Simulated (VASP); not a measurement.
A run of VASP 6.6.1 is set up as follows.

The input INCAR:

```
PREC = Accurate ; ENCUT = 520
EDIFF = 1E-7 ; ISMEAR = -1
SIGMA = 0.05 ; LREAL = False
LASPH = True ; NELM = 150
ALGO = Normal ; ISIF = 2
LWAVE = False ; LCHARG = False
ISPIN = 2 ; MAGMOM = 2 2 2 2 2
LORBIT = 11 ; LMAXMIX = 4
LDIPOL = True ; IDIPOL = 3
DIPOL = 0.5 0.5 0.500 ; GGA = PE
NBANDS = 34
```

File KPOINTS:

```
regular mesh
0
Gamma
  12 12 1
```

POSCAR

```
Co
1.0
    2.4705617809      0.0000000000      0.0000000000
   -1.2352808904      2.1395692639      0.0000000000
    0.0000000000      0.0000000000     23.0882338000
Co
5
Direct
    0.0000000000      0.0000000000      0.3248407854
    0.3333333300      0.6666666600      0.4124203927
    0.0000000000      0.0000000000      0.5000000000
    0.6666666700      0.3333333400      0.5875796073
    0.0000000000      0.0000000000      0.6751592146
```

Potentials or basis: VASP PAW PBE potentials, release 64 (Co).

Launch:

```sh
$ cat potpaw_PBE.64/Co/POTCAR > POTCAR
$ mpirun -np 1 vasp_std > vasp.out
```

Estimate the site moments.

Co +1.74, +1.68, +1.64 (each value once) μB.

What does it give for the largest force?

0.422 eV/Å.

Forces on the atoms (eV/Å):
```
Co   0.000  0.000  0.309
Co   0.000  0.000 -0.422
Co   0.000  0.000  0.000
Co   0.000  0.000  0.422
Co   0.000  0.000 -0.309
```
